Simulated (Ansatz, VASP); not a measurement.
## Rb in VASP and in Ansatz

```
CELL_PARAMETERS angstrom
5.17407 0.00000 0.00000
-2.58704 4.48088 0.00000
0.00000 0.00000 8.55906
ATOMIC_POSITIONS crystal
Rb 0.33333 0.66667 0.25000
Rb 0.66667 0.33333 0.75000
```

Alike in both runs: task single point; functional r2SCAN; k mesh 8 × 8 × 5; occupations fermi-dirac, width 0.1 eV; no spin polarisation.

|  | VASP | Ansatz |
| --- | --- | --- |
| version | VASP 6.6.1 | Ansatz 0.2.0 |
| potentials or method | VASP PAW PBE potentials, release 64 (Rb_sv), cutoff 520 eV | plane waves (500 eV) with PAW, scalar-relativistic |
| valence electrons in the cell | 18 | 18 |

|  | VASP | Ansatz | Ansatz less VASP |
| --- | --- | --- | --- |
| pressure (GPa) | -0.1 | -0.1 | -0.01 |

VASP's potentials were made for PBE, not for r2SCAN.
